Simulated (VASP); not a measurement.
AlCo3, 4 atoms in the cell. Symmetry: Pm-3m, No. 221, cubic system. The conventional cell has a = 3.622 Å, b = 3.622 Å, c = 3.622 Å, α = 90.00°, β = 90.00°, γ = 90.00°. Al (site symmetry m-3m) has 12 Co at 2.56 Å within 3.4 Å. Within 3.4 Å of Co (site symmetry 4/mmm) lie 4 Al at 2.56 Å and 8 Co at 2.56 Å. 

- Program: VASP 6.6.1
- Task: single point
- Functional: PBEsol
- Potentials or basis: VASP PAW PBE potentials, release 64 (Al, Co)
- Cutoff: 520 eV
- k mesh: 12 × 12 × 12
- Occupations: gaussian, width 0.1 eV
- Spin: no spin polarisation
- Dipole correction: no
- Further INCAR settings: ALGO = Normal; EDIFF = 1e-06; NBANDS = 23

Potentials or basis: VASP PAW PBE potentials, release 64 (Al, Co).

Launch:

```sh
$ cat potpaw_PBE.64/Al/POTCAR potpaw_PBE.64/Co/POTCAR > POTCAR
$ mpirun -np 1 vasp_std > vasp.out
```

Hardware: 1 thread of Intel(R) Xeon(R) 6975P-C (Granite Rapids), on a shared host.

Q: How long does it take, and how much memory?

A: It took 33 s on 1 thread of Intel(R) Xeon(R) 6975P-C (Granite Rapids) (shared host), peak memory 0.21 GiB. Counts: scf iterations 14, k points 84.
